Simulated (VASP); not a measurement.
A run of VASP 6.6.1:

File POSCAR:

```
Si16Ni
1.0
    0.0000000000      5.4300000000      5.4300000000
    5.4300000000      0.0000000000      5.4300000000
    5.4300000000      5.4300000000      0.0000000000
Si Ni
16 1
Direct
   -0.0004667587      0.0038396869     -0.0005424494
    0.1220798343      0.1306131676      0.1220743094
   -0.0120271639      0.0046144567      0.5038161142
    0.1157663904      0.1266763352      0.6260078269
    0.0037378453      0.5049555249      0.0036395028
    0.1282915285      0.6287060773      0.1282602210
   -0.0007778085      0.5001982505      0.5034244015
    0.1225327808      0.6224729282      0.6296817680
    0.5038516575      0.0045877532     -0.0120104052
    0.6260721915      0.1266920810      0.1157200737
    0.4900724678     -0.0091883057      0.4900109576
    0.6154479742      0.1150785451      0.6154582873
    0.5034525783      0.5002207182     -0.0008313996
    0.6297527624      0.6224420810      0.1224962247
    0.5042349908      0.4875651934      0.5041723757
    0.6258491713      0.6162941068      0.6258001842
    0.3342453039      0.8342657459      0.3342412523
```

INCAR.step1

```
SYSTEM = Si16Ni
PREC     = Accurate       ! precision mode
ENCUT    = 520            ! plane-wave cutoff, eV
ISMEAR   = 0              ! smearing method
SIGMA    = 0.02           ! smearing width, eV
LREAL    = Auto         
LASPH    = .True.         ! aspherical terms in the spheres
NELM     = 150            ! most SCF steps
ISPIN    = 2              ! spin polarisation
MAGMOM   = 0 0 0 0 0 0 0 0 0 0 0 0 0 0 0 0 0 ! initial moments
LMAXMIX  = 4              ! l up to which the mixer works
NBANDS   = 55             ! bands
GGA      = PE             ! functional
ALGO     = Normal         ! electronic algorithm
EDIFF    = 1E-4           ! SCF threshold, eV
LWAVE    = .True.         ! write WAVECAR
LCHARG   = .False.        ! write CHGCAR
```

Contents of INCAR.step2:

```
SYSTEM = Si16Ni
PREC     = Accurate       ! precision mode
ENCUT    = 520            ! plane-wave cutoff, eV
EDIFF    = 1E-6           ! SCF threshold, eV
ISMEAR   = 0              ! smearing method
SIGMA    = 0.02           ! smearing width, eV
LREAL    = Auto         
LASPH    = .True.         ! aspherical terms in the spheres
NELM     = 150            ! most SCF steps
ALGO     = Normal         ! electronic algorithm
ISIF     = 2              ! what is computed and relaxed
LWAVE    = .False.        ! write WAVECAR
LCHARG   = .False.        ! write CHGCAR
ISPIN    = 2              ! spin polarisation
MAGMOM   = 0 0 0 0 0 0 0 0 0 0 0 0 0 0 0 0 0 ! initial moments
LORBIT   = 11             ! projections on sites
LMAXMIX  = 4              ! l up to which the mixer works
METAGGA  = R2SCAN         ! meta-GGA
LMIXTAU  = .True.       
NBANDS   = 55             ! bands
ISTART   = 1
```

Contents of KPOINTS:

```
regular mesh
0
Gamma
  1 1 1
  0 0 0
```

Potentials or basis: VASP PAW PBE potentials, release 64 (Si, Ni).

Run with:

```console
$ cat potpaw_PBE.64/Si/POTCAR potpaw_PBE.64/Ni/POTCAR > POTCAR
$ cp INCAR.step1 INCAR
$ mpirun -np 1 vasp_gam > vasp.out
$ cp INCAR.step2 INCAR
$ mpirun -np 1 vasp_gam > vasp.out
```

Hardware: 1 thread of Intel(R) Xeon(R) Platinum 8259CL CPU @ 2.50GHz (Skylake/Cascade Lake) (shared host).

**Question.** Estimate the wall time of this run.

**Answer.** Wall time 20 min on 1 thread of Intel(R) Xeon(R) Platinum 8259CL CPU @ 2.50GHz (Skylake/Cascade Lake), with other jobs on the host, peak memory 0.81 GiB. Counts: k points 1.
